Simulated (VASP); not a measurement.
Here is a VASP 6.6.1 calculation.

POSCAR

```
MgS
1.0
    0.0000000000      2.8097820000      2.4975840000
    2.8097820000      0.0000000000      2.4975840000
    2.8097820000      2.8097820000      0.0000000000
Mg S
1 1
Direct
    0.0000000000      0.0000000000      0.0000000000
    0.5000000000      0.5000000000      0.5000000000
```

INCAR.step1

```
SYSTEM = MgS
  ALGO = Normal
  EDIFF = 1E-4
  ENCUT = 520
  GGA = PE
  ISMEAR = 0
  LASPH = .TRUE.
  LCHARG = .FALSE.
  LREAL = .FALSE.
  LWAVE = .TRUE.
  NBANDS = 11
  NELM = 80
  PREC = Accurate
  SIGMA = 0.05
```

Contents of INCAR.step2:

```
SYSTEM = MgS
  ALGO = Normal
  EDIFF = 1E-7
  ENCUT = 520
  ISIF = 2
  ISMEAR = 0
  ISTART = 1
  LASPH = .TRUE.
  LCHARG = .FALSE.
  LMIXTAU = .TRUE.
  LREAL = .FALSE.
  LWAVE = .FALSE.
  METAGGA = R2SCAN
  NBANDS = 11
  NELM = 80
  PREC = Accurate
  SIGMA = 0.05
```

KPOINTS

```
k-points
0
G
  8 8 8
  0 0 0
```

Potentials or basis: VASP PAW PBE potentials, release 64 (Mg, S).

The run is started by

```sh
$ cat potpaw_PBE.64/Mg/POTCAR potpaw_PBE.64/S/POTCAR > POTCAR
$ cp INCAR.step1 INCAR
$ mpirun -np 1 vasp_std > vasp.out
$ cp INCAR.step2 INCAR
$ mpirun -np 1 vasp_std > vasp.out
```

**Question.** Predict the pressure.

**Answer.** -5.8 GPa.

**Question.** Estimate the band gap on the k mesh.

**Answer.** 2.85 eV, indirect (least direct gap 3.58 eV).

Stress tensor (GPa, compression positive):
```
-8.38  0.00  0.00
 0.00 -8.38  0.00
 0.00  0.00 -0.52
```

Caveat: the cell differs from its parent crystal (strain +0.080 along x and y, -0.040 along z); the PAW data sets were made with another functional, which shifts forces and pressure a little. A k mesh can miss the band edges.
